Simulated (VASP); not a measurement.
# Al2InN3 (Cmc2_1) in VASP: notebook

Al2InN3 is run at these levels: PBE; tasks: relaxation of the atoms, single point.

Program: VASP 6.6.1. These are calculated values, not measurements. Logs are shortened: lines on timing, memory, paths and dates and some standing lists are left out, and cuts for length are marked.

## Step 1: The cell of the first run

The structure is orthorhombic, space group Cmc2_1 (No. 36). The conventional cell has a = 9.834 Å, b = 5.655 Å, c = 5.459 Å, α = 90.00°, β = 90.00°, γ = 90.00°. Al (site symmetry 1) has 4 N at 1.91 to 1.98 Å within 2.5 Å. Within 2.9 Å of In (site symmetry m) lie 4 N at 2.20 to 2.26 Å. Within 2.5 Å of N (site symmetry 1) lie 3 Al at 1.92 to 1.98 Å and 1 In at 2.20 Å. N (site symmetry m) has 2 Al at 1.91 Å and 2 In at 2.20 to 2.26 Å within 2.5 Å.

## Step 2: Relaxation of the atoms, PBE (strain along c alone, the other axes held: +4.0 %)

File INCAR:

```
SYSTEM = Al2InN3
ALGO = Normal ; EDIFF = 1E-7
EDIFFG = -0.008 ; ENCUT = 520
GGA = PE ; IBRION = 2
ISIF = 2 ; ISMEAR = 0
KPAR = 4 ; LASPH = .TRUE.
LCHARG = .FALSE. ; LREAL = .FALSE.
LWAVE = .FALSE. ; NELM = 60
NSW = 60 ; PREC = Accurate
SIGMA = 0.02
```

File KPOINTS:

```
k-points
0
G
  6 6 6
  0 0 0
```

File POSCAR:

```
Al2InN3
1.0
    4.9170037426     -2.8277246663      0.0000000000
    4.9170037426      2.8277246663      0.0000000000
    0.0000000000      0.0000000000      5.4593836199
Al In N
4 2 6
Direct
    0.0084498113      0.3348132594      0.9925622194
    0.6651867406      0.9915501887      0.9925622194
    0.9915501887      0.6651867406      0.4925622194
    0.3348132594      0.0084498113      0.4925622194
    0.3222358846      0.6777641154      0.9905355747
    0.6777641154      0.3222358846      0.4905355747
    0.0362858989      0.3336616308      0.3539715066
    0.6663383692      0.9637141011      0.3539715066
    0.9637141011      0.6663383692      0.8539715066
    0.3336616308      0.0362858989      0.8539715066
    0.2984910757      0.7015089243      0.4043969434
    0.7015089243      0.2984910757      0.9043969434
```

Potentials or basis: VASP PAW PBE potentials, release 64 (Al, In_d, N).

Launch:

```console
> cat potpaw_PBE.64/Al/POTCAR potpaw_PBE.64/In_d/POTCAR potpaw_PBE.64/N/POTCAR > POTCAR
> mpirun -np 4 vasp_std > vasp.out
```

OUTCAR:

```text
SYSTEM = Al2InN3
   EDIFF = 1E-7
   EDIFFG = -0.008
   ENCUT = 520
   GGA = PE
   IBRION = 2
   ISIF = 2
   ISMEAR = 0
   LASPH = .TRUE.
   LREAL = .FALSE.
   NELM = 60
   NSW = 60
   PREC = Accurate

 ion  position               nearest neighbor table
   1  0.008  0.335  0.993-  12 1.91   9 1.92  10 1.92   7 1.98   2 3.22   2 3.22   5 3.22   5 3.23
                             3 3.29   3 3.29   4 3.30   4 3.30   6 3.32   6 3.34   5 3.36
   2  0.665  0.992  0.993-  12 1.91  10 1.92   9 1.92   8 1.98   1 3.22   1 3.22   5 3.22   5 3.23
                             4 3.29   4 3.29   3 3.30   3 3.30   6 3.32   6 3.34   5 3.36
   3  0.992  0.665  0.493-  11 1.91   7 1.92   8 1.92   9 1.98   4 3.22   4 3.22   6 3.22   6 3.23
                             1 3.29   1 3.29   2 3.30   2 3.30   5 3.32   5 3.34   6 3.36
   4  0.335  0.008  0.493-  11 1.91   8 1.92   7 1.92  10 1.98   3 3.22   3 3.22   6 3.22   6 3.23
                             2 3.29   2 3.29   1 3.30   1 3.30   5 3.32   5 3.34   6 3.36
   5  0.322  0.678  0.991-  12 2.20  10 2.20   9 2.20  11 2.26   1 3.22   2 3.22   2 3.23   1 3.23
                             4 3.32   3 3.32   4 3.34   3 3.34   2 3.36   1 3.36   6 3.39   6 3.39
   6  0.678  0.322  0.491-  11 2.20   8 2.20   7 2.20  12 2.26   4 3.22   3 3.22   4 3.23   3 3.23
                             2 3.32   1 3.32   2 3.34   1 3.34   4 3.36   3 3.36   5 3.39   5 3.39
   7  0.036  0.334  0.354-   3 1.92   4 1.92   1 1.98   6 2.20
   8  0.666  0.964  0.354-   4 1.92   3 1.92   2 1.98   6 2.20
   9  0.964  0.666  0.854-   1 1.92   2 1.92   3 1.98   5 2.20
  10  0.334  0.036  0.854-   2 1.92   1 1.92   4 1.98   5 2.20
  11  0.298  0.702  0.404-   3 1.91   4 1.91   6 2.20   5 2.26
  12  0.702  0.298  0.904-   1 1.91   2 1.91   5 2.20   6 2.26

  LATTYP: Found a base centered orthorhombic cell.
 ALAT       =     5.6554493326
 B/A-ratio  =     1.7388552009
 C/A-ratio  =     0.9653315411

  Lattice vectors:

 A1 = (  -4.9170037426,  -2.8277246663,   0.0000000000)
 A2 = (   4.9170037426,  -2.8277246663,   0.0000000000)
 A3 = (   0.0000000000,   0.0000000000,   5.4593836199)

Analysis of symmetry for initial positions (statically):
=====================================================================
 Subroutine PRICEL returns:
 Original cell was already a primitive cell.

 Routine SETGRP: Setting up the symmetry group for a
 base centered orthorhombic supercell.

 Subroutine GETGRP returns: Found  4 space group operations
 (whereof  2 operations were pure point group operations)
 out of a pool of  8 trial point group operations.

The static configuration has the point symmetry C_1h.
 The point group associated with its full space group is C_2v.

Analysis of symmetry for dynamics (positions and initial velocities):
=====================================================================
 Subroutine PRICEL returns:
 Original cell was already a primitive cell.

 Routine SETGRP: Setting up the symmetry group for a
 base centered orthorhombic supercell.

 Subroutine GETGRP returns: Found  4 space group operations
 (whereof  2 operations were pure point group operations)
 out of a pool of  8 trial point group operations.

The dynamic configuration has the point symmetry C_1h.
 The point group associated with its full space group is C_2v.

 Subroutine INISYM returns: Found  4 space group operations
 (whereof  2 operations are pure point group operations),
 and found     1 'primitive' translations

----------------------------------------------------------------------------------------

                                     Primitive cell

  volume of cell :     151.8138

  direct lattice vectors                    reciprocal lattice vectors
     4.917003743 -2.827724666  0.000000000     0.101687944 -0.176820610  0.000000000
     4.917003743  2.827724666  0.000000000     0.101687944  0.176820610  0.000000000
     0.000000000  0.000000000  5.459383620     0.000000000  0.000000000  0.183170861

  length of vectors
     5.672120643  5.672120643  5.459383620     0.203975405  0.203975405  0.183170861

  position of ions in fractional coordinates (direct lattice)
     0.008449811  0.334813259  0.992562219
     0.665186741  0.991550189  0.992562219
     0.991550189  0.665186741  0.492562219
     0.334813259  0.008449811  0.492562219
     0.322235885  0.677764115  0.990535575
     0.677764115  0.322235885  0.490535575
     0.036285899  0.333661631  0.353971507
     0.666338369  0.963714101  0.353971507
     0.963714101  0.666338369  0.853971507
     0.333661631  0.036285899  0.853971507
     0.298491076  0.701508924  0.404396943
     0.701508924  0.298491076  0.904396943

  ion indices of the primitive-cell ions
   primitive index   ion index
                 1           1
                 2           2
                 3           3
                 4           4
                 5           5
                 6           6
                 7           7
                 8           8
                 9           9
                10          10
                11          11
                12          12

----------------------------------------------------------------------------------------

 KPOINTS: k-points

Automatic generation of k-mesh.
 Grid dimensions read from file:
 generate k-points for:    6    6    6

 Generating k-lattice:

  Cartesian coordinates                     Fractional coordinates (reciprocal lattice)
     0.016947991 -0.029470102  0.000000000     0.166666667 -0.000000000  0.000000000
     0.016947991  0.029470102  0.000000000    -0.000000000  0.166666667  0.000000000
     0.000000000  0.000000000  0.030528477     0.000000000  0.000000000  0.166666667

  Length of vectors
     0.033995901  0.033995901  0.030528477

  Shift w.r.t. Gamma in fractional coordinates (k-lattice)
     0.000000000  0.000000000  0.000000000

 Subroutine IBZKPT returns following result:
 ===========================================

 Found     52 irreducible k-points:

 Following reciprocal coordinates:
            Coordinates               Weight
  0.000000  0.000000  0.000000      1.000000
  0.166667  0.000000  0.000000      4.000000
  0.333333  0.000000  0.000000      4.000000
  0.500000 -0.000000  0.000000      2.000000
  0.166667  0.166667  0.000000      2.000000
  0.333333  0.166667  0.000000      4.000000
[... 16 lines left out ...]
  0.333333  0.333333  0.166667      4.000000
  0.500000  0.333333  0.166667      8.000000
 [... further k-points ...]
   k-points           NKPTS =     52   k-points in BZ     NKDIM =     52   number of bands    NBANDS=     41
   number of dos      NEDOS =    301   number of ions     NIONS =     12
   total plane-waves  NPLWV =  74088
   dimension x,y,z NGX =    42 NGY =   42 NGZ =   42
   dimension x,y,z NGXF=    84 NGYF=   84 NGZF=   84
   ions per type =               4   2   6
   NGX,Y,Z   is equivalent  to a cutoff of  12.31, 12.31, 12.79 a.u.
   NGXF,Y,Z  is equivalent  to a cutoff of  24.62, 24.62, 25.58 a.u.
 SYSTEM =  Al2InN3
   PREC   = accura    normal or accurate (medium, high low for compatibility)
   ISTART =      0    job   : 0-new  1-cont  2-samecut
   ICHARG =      2    charge: 1-file 2-atom 10-const
   ISPIN  =      1    spin polarized calculation?
   LNONCOLLINEAR =      F non collinear calculations
   LSORBIT =      F    spin-orbit coupling
   LASPH  =      T    aspherical Exc in radial PAW
   ENCUT  =  520.0 eV  38.22 Ry    6.18 a.u.  10.55 10.55 10.15*2*pi/ulx,y,z
   NELM   =     60;   NELMIN=  2; NELMDL= -5     # of ELM steps
   EDIFF  = 0.1E-06   stopping-criterion for ELM
   LREAL  =      F    real-space projection
   EDIFFG = -.8E-02   stopping-criterion for IOM
   NSW    =     60    number of steps for IOM
   IBRION =      2    ionic relax: 0-MD 1-quasi-New 2-CG
   NFREE  =      1    steps in history (QN), initial steepest desc. (CG)
   ISIF   =      2    stress and relaxation
   ISYM   =      2    0-nonsym 1-usesym 2-fastsym
   POTIM  = 0.5000    time-step for ionic-motion
   TEBEG  =    0.0;   TEEND  =   0.0 temperature during run
   PSTRESS=    0.0 pullay stress
   NELECT =      68.0000    total number of electrons
   NUPDOWN=      -1.0000    fix difference up-down
   EMIN   =  10.00;   EMAX   =-10.00  energy-range for DOS
   EFERMI =   0.00;   METHOD = LEGACY
   ISMEAR =     0;   SIGMA  =   0.02  broadening in eV -4-tet -1-fermi 0-gaus
   EFERMI_NEDOS =   21; number of points for ismear=-14 and -15
   IALGO  =     38    algorithm
   IMIX   =      4    mixing-type and parameters
     AMIX     =   0.40;   BMIX     =  1.00
     AMIX_MAG =   1.60;   BMIX_MAG =  1.00
  volume/ion in A,a.u.               =      12.65        85.37
  Fermi-wavevector in a.u.,A,eV,Ry     =   1.252585  2.367043 21.347139  1.568970
  Thomas-Fermi vector in A             =   2.386479
   LORBIT       =      0    0 simple, 1 ext, 2 COOP (PROOUT), +10 PAW based schemes
   GGA     = PE    functional components
   LHFCALC =     F    Hartree Fock is set to
   AEXX    =    0.0000 exact exchange contribution
   IVDW    =     0    specifies the selected vdW correction
   LEPSILON=     F    determine dielectric tensor
   LRPA    =     F    only Hartree local field effects (RPA)
 conjugate gradient relaxation of ions
 non-spin polarized calculation
 Gauss-broadening in eV      SIGMA  =   0.02
  energy-cutoff  :      520.00
  volume of cell :      151.81
 maximum number of plane-waves:      4121
   NGX = 21   NGY = 21   NGZ = 21

--------------------------------------- Ionic step        1  -------------------------------------------

 number of electron      68.0000012 magnetization

 Free energy of the ion-electron system (eV)
  ---------------------------------------------------
  ext. energy  EPLUGINS =         0.00000000
  ---------------------------------------------------
  free energy    TOTEN  =       -80.60799230 eV

  energy without entropy =      -80.60799230  energy(sigma->0) =      -80.60799230

------------------------ aborting loop because EDIFF is reached ----------------------------------------

  FORCE on cell =-STRESS in cart. coord.  units (eV):
  Direction    XX          YY          ZZ          XY          YZ          ZX
  --------------------------------------------------------------------------------------
  -------------------------------------------------------------------------------------
  Total       -2.4842895     -2.5388642    -11.7465423      0.0000000      0.0000000      0.0000000
  in kB      -26.2181178    -26.7940761   -123.9679331      0.0000000      0.0000000      0.0000000
  external PRESSURE =     -58.9933757 kB  Pullay stress =       0.0000000 kB
[... 261 lines left out ...]
  energy  without entropy=      -80.6132477623  energy(sigma->0) =      -80.61324776

--------------------------------------- Ionic step        7  -------------------------------------------

 number of electron      68.0000024 magnetization

 Free energy of the ion-electron system (eV)
  ---------------------------------------------------
  ext. energy  EPLUGINS =         0.00000000
  ---------------------------------------------------
  free energy    TOTEN  =       -80.61326746 eV

  energy without entropy =      -80.61326746  energy(sigma->0) =      -80.61326746

 E-fermi :   5.8060     XC(G=0): -10.6780

 val. band max:        5.6919818849   @ k =   0.0000   0.0000   0.0000
 cond. band min:       7.5716125039   @ k =   0.0000   0.0000   0.0000
 fundamental gap:      1.8796306189
 Fermi energy:         5.8060361408

 k-point     1 :       0.0000    0.0000    0.0000
  band No.  band energies     occupation
      1      -8.7672      2.00000
      2      -8.3204      2.00000
      3      -8.0168      2.00000
      4      -7.8554      2.00000
      5      -7.8179      2.00000
      6      -7.7168      2.00000
[... 1045 lines left out ...]
     40      12.1204      0.00000
     41      12.7509      0.00000

 [... further k-points ...]
[... 5 lines left out ...]
  --------------------------------------------------------------------------------------
  -------------------------------------------------------------------------------------
  Total       -2.8362250     -2.8800738    -11.3104411      0.0000000      0.0000000      0.0000000
  in kB      -29.9322936    -30.3950548   -119.3655095      0.0000000      0.0000000      0.0000000
  external PRESSURE =     -59.8976193 kB  Pullay stress =       0.0000000 kB
[... 27 lines left out ...]
  FREE ENERGIE OF THE ION-ELECTRON SYSTEM (eV)
  ---------------------------------------------------
  free  energy   TOTEN  =       -80.6132674634 eV

  energy  without entropy=      -80.6132674634  energy(sigma->0) =      -80.61326746

 reached required accuracy - stopping structural energy minimisation
```

Run time: 7.6 min. Hardware: 4 MPI ranks of Intel Xeon Platinum 8559C (Emerald Rapids), shared host; peak memory 0.43 GiB.

Results:

```
Free energy                  : -80.6133 eV
Energy gained by relaxing    : 0.4 meV/atom
Ionic steps                  : 7
Pressure after relaxing      : -6.0 GPa
Largest force after relaxing : 0.005 eV/Å
Band gap on the k mesh       : 1.88 eV
```

Forces on the atoms (eV/Å):
```
Al   0.001 -0.002  0.000
Al  -0.001 -0.002  0.000
Al  -0.001  0.002  0.000
Al   0.001  0.002  0.000
In   0.000 -0.003  0.002
In   0.000  0.003  0.002
N    0.002  0.001 -0.002
N   -0.002  0.001 -0.002
N   -0.002 -0.001 -0.002
N    0.002 -0.001 -0.002
N    0.000 -0.004  0.003
N    0.000  0.004  0.003
```

Stress tensor (GPa, compression positive):
```
 -2.99   0.00   0.00
  0.00  -3.04   0.00
  0.00   0.00 -11.94
```

Step by step:
| step | energy change (eV) | largest force (eV/Å) | pressure (GPa) |
| --- | --- | --- | --- |
| 1 | 0.0000 | 0.1472 | -5.90 |
| 2 | -0.0044 | 0.0763 | -5.98 |
| 3 | -0.0047 | 0.0566 | -6.00 |
| 4 | -0.0051 | 0.0236 | -5.99 |
| 5 | -0.0052 | 0.0179 | -5.99 |
| 6 | -0.0053 | 0.0097 | -5.99 |
| 7 | -0.0053 | 0.0048 | -5.99 |

Final structure:
```
Al In N
1.0
     4.91700   -2.82772    0.00000
     4.91700    2.82772    0.00000
     0.00000    0.00000    5.45938
Al In N
4 2 6
Direct
  0.00852 0.33477 0.99305
  0.66523 0.99148 0.99305
  0.99148 0.66523 0.49305
  0.33477 0.00852 0.49305
  0.32236 0.67764 0.99343
  0.67764 0.32236 0.49343
  0.03620 0.33371 0.35256
  0.66629 0.96380 0.35256
  0.96380 0.66629 0.85256
  0.33371 0.03620 0.85256
  0.29825 0.70175 0.40335
  0.70175 0.29825 0.90335
```

Caveat: the cell differs from its parent crystal (strain along c alone, the other axes held: +4.0 %); spin-orbit coupling is left out, which moves the levels of the heavy elements.

## Step 3: Single point, PBE (strain along c alone, the other axes held: +4.0 %, then relaxed in part)

File INCAR:

```
PREC = Accurate
ENCUT = 520
EDIFF = 1E-6
ISMEAR = 0
SIGMA = 0.02
LREAL = F
LASPH = T
NELM = 80
ALGO = Normal
ISIF = 2
LWAVE = F
LCHARG = F
GGA = PE
NBANDS = 46
```

File KPOINTS:

```
Automatic mesh
0
Gamma
  6 6 6
```

File POSCAR:

```
Al2InN3
1.0
    4.9170037426     -2.8277246663      0.0000000000
    4.9170037426      2.8277246663      0.0000000000
    0.0000000000      0.0000000000      5.4593836199
Al In N
4 2 6
Direct
    0.0084630235      0.3347451089      0.9930200764
    0.6652548911      0.9915369765      0.9930200764
    0.9915369765      0.6652548911      0.4930200764
    0.3347451089      0.0084630235      0.4930200764
    0.3224376887      0.6775623113      0.9935374752
    0.6775623113      0.3224376887      0.4935374752
    0.0358608756      0.3337074041      0.3526657379
    0.6662925959      0.9641391244      0.3526657379
    0.9641391244      0.6662925959      0.8526657379
    0.3337074041      0.0358608756      0.8526657379
    0.2986746886      0.7013253114      0.4030908664
    0.7013253114      0.2986746886      0.9030908664
```

Potentials or basis: VASP PAW PBE potentials, release 64 (Al, In_d, N).

Launch:

```console
> cat potpaw_PBE.64/Al/POTCAR potpaw_PBE.64/In_d/POTCAR potpaw_PBE.64/N/POTCAR > POTCAR
> mpirun -np 1 vasp_std > vasp.out
```

Run time: 5.2 min. Hardware: 1 thread of Intel Xeon Platinum 8488C (Sapphire Rapids), shared host; peak memory 0.43 GiB.

Results (log left out):

| Property | Result |
| --- | --- |
| Free energy | -80.6131 eV |
| Pressure | -6.0 GPa |
| Largest force | 0.033 eV/Å |
| Band gap on the k mesh | 1.88 eV |

Forces in eV/Å, atoms in the order of the input:
```
Al  -0.001  0.000  0.000
Al   0.001  0.000  0.000
Al   0.001  0.000  0.000
Al  -0.001  0.000  0.000
In   0.000  0.001  0.001
In   0.000 -0.001  0.001
N    0.021 -0.011 -0.008
N   -0.021 -0.011 -0.008
N   -0.021  0.011 -0.008
N    0.021  0.011 -0.008
N    0.000  0.028  0.017
N    0.000 -0.028  0.017
```

Stress tensor (GPa, compression positive):
```
 -3.02   0.00   0.00
  0.00  -3.03   0.00
  0.00   0.00 -11.92
```

Levels at points of the mesh, in eV from the valence-band top:
```csv
k point,band 32,band 33,band 34,band 35,band 36,band 37
"(0.00, 0.00, 0.00)",-0.16,-0.02,0.00,1.88,4.36,4.92
"(0.50, 0.00, 0.00)",-0.66,-0.60,-0.25,4.00,4.31,5.37
"(0.50, 0.50, 0.00)",-0.60,-0.50,-0.30,3.83,4.54,5.02
"(0.00, 0.00, 0.50)",-0.29,-0.16,-0.16,4.00,4.00,6.34
"(0.50, 0.00, 0.50)",-0.86,-0.62,-0.62,4.19,4.19,5.29
"(0.50, 0.50, 0.50)",-0.78,-0.77,-0.77,4.26,4.26,5.32
```

Caveat: the cell differs from its parent crystal (strain along c alone, the other axes held: +4.0 %, then relaxed in part); the stress differs along the axes, from -12 to -3 GPa; spin-orbit coupling is left out, which moves the levels of the heavy elements.

## Step 4: Single point, PBE

File INCAR:

```
SYSTEM = Al2InN3
PREC = Accurate ; ENCUT = 520
EDIFF = 1E-7 ; ISMEAR = 0
SIGMA = 0.02 ; LREAL = .False.
LASPH = .True. ; NELM = 80
ALGO = Normal ; ISIF = 2
LWAVE = .False. ; LCHARG = .False.
GGA = PE ; NBANDS = 46
```

File KPOINTS:

```
Automatic mesh
0
Gamma
  6 6 6
  0 0 0
```

POSCAR is that of step 3.

Launch:

```console
> cat potpaw_PBE.64/Al/POTCAR potpaw_PBE.64/In_d/POTCAR potpaw_PBE.64/N/POTCAR > POTCAR
> mpirun -np 1 vasp_std > vasp.out
```

It took 6.3 min on 1 thread of Intel Xeon Platinum 8488C (Sapphire Rapids), shared host; peak memory 0.42 GiB.

The run converged. Its results:

```yaml
Free_energy: -80.6131 eV
Pressure: -6.0 GPa
Largest_force: 0.033 eV/Å
Band_gap_on_the_k_mesh: 1.88 eV
```

Forces in eV/Å, atoms in the order of the input:
```
Al  -0.001  0.000 -0.001
Al   0.001  0.000 -0.001
Al   0.001  0.000 -0.001
Al  -0.001  0.000 -0.001
In   0.000  0.001  0.001
In   0.000 -0.001  0.001
N    0.021 -0.011 -0.008
N   -0.021 -0.011 -0.008
N   -0.021  0.011 -0.008
N    0.021  0.011 -0.008
N    0.000  0.029  0.017
N    0.000 -0.029  0.017
```

Stress tensor (GPa, compression positive):
```
 -3.02   0.00   0.00
  0.00  -3.03   0.00
  0.00   0.00 -11.92
```

Levels at points of the mesh, in eV from the valence-band top:
| k point | band 31 | band 32 | band 33 | band 34 | band 35 | band 36 | band 37 | band 38 |
| --- | --- | --- | --- | --- | --- | --- | --- | --- |
| (0.00, 0.00, 0.00) | -0.45 | -0.16 | -0.02 | 0.00 | 1.88 | 4.36 | 4.92 | 5.28 |
| (0.50, 0.00, 0.00) | -0.67 | -0.66 | -0.60 | -0.25 | 4.00 | 4.31 | 5.37 | 5.71 |
| (0.50, 0.50, 0.00) | -0.69 | -0.60 | -0.50 | -0.30 | 3.83 | 4.54 | 5.02 | 5.70 |
| (0.00, 0.00, 0.50) | -0.29 | -0.29 | -0.16 | -0.16 | 4.00 | 4.00 | 6.34 | 6.34 |
| (0.50, 0.00, 0.50) | -0.86 | -0.86 | -0.62 | -0.62 | 4.19 | 4.19 | 5.29 | 5.29 |
| (0.50, 0.50, 0.50) | -0.78 | -0.78 | -0.77 | -0.77 | 4.26 | 4.26 | 5.32 | 5.32 |

Caveat: the stress differs along the axes, from -12 to -3 GPa; spin-orbit coupling is left out, which moves the levels of the heavy elements.
